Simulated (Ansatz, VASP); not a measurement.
# One calculation of AgCl, two programs

Contents of INCAR:

```
PREC = Accurate ; ENCUT = 520
EDIFF = 1E-6 ; ISMEAR = 0
SIGMA = 0.05 ; LREAL = False
LASPH = True ; NELM = 100
ALGO = Normal ; ISIF = 2
LWAVE = False ; LCHARG = False
GGA = PS ; NBANDS = 16
```

The input KPOINTS:

```
regular mesh
0
Gamma
  12 12 12
```

File POSCAR:

```
AgCl
1.0
    3.3896241825     -0.0300935157     -0.0300935157
   -0.0300935157      3.3896241825     -0.0300935157
   -0.0300935157     -0.0300935157      3.3896241825
Ag Cl
1 1
Direct
    0.0000000000      0.0000000000      0.0000000000
    0.5000000000      0.5000000000      0.5000000000
```

Input for Ansatz:

```yaml
crystal:
  lattice:
    - [3.3896241825, -0.0300935157, -0.0300935157]
    - [-0.0300935157, 3.3896241825, -0.0300935157]
    - [-0.0300935157, -0.0300935157, 3.3896241825]
  atoms:
    - { symbol: Ag, position: [0.0, 0.0, 0.0] }
    - { symbol: Cl, position: [0.5, 0.5, 0.5] }
basis:
  ecutwfc: 420
kpoints:
  mp_grid: { grid: [12, 12, 12] }
hamiltonian:
  xc: pbesol
scf:
  occupations: { method: gaussian, width: 0.05 }
output:
  forces: true
  stress: true
  eigenvalues: true
```

Alike in both runs: task single point; functional PBEsol; k mesh 12 × 12 × 12; occupations gaussian, width 0.05 eV; no spin polarisation.

|  | VASP | Ansatz |
| --- | --- | --- |
| version | VASP 6.6.1 | Ansatz 0.2.0 |
| potentials or method | VASP PAW PBE potentials, release 64 (Ag, Cl), cutoff 520 eV | scalar-relativistic, plane waves, PAW |
| valence electrons in the cell | 18 | 26 |

```tsv
	VASP	Ansatz	Ansatz less VASP
gap on the k mesh at the Fermi level (eV)	0.37	0.37	-0.001
least direct gap on the mesh (eV)	2.04	2.04	-0.001
pressure (GPa)	-3.0	-2.9	+0.11
traceless stress, the component that is largest in VASP (GPa)	-0.25	-0.25	+0.003
```

VASP's potentials were made for PBE, not for PBEsol. The functional is the same, so the differences come from potentials, cutoffs and numerics. VASP's potentials hold 18 valence electrons a cell and Ansatz's 26, so a difference there can come from the potentials and not from the codes.
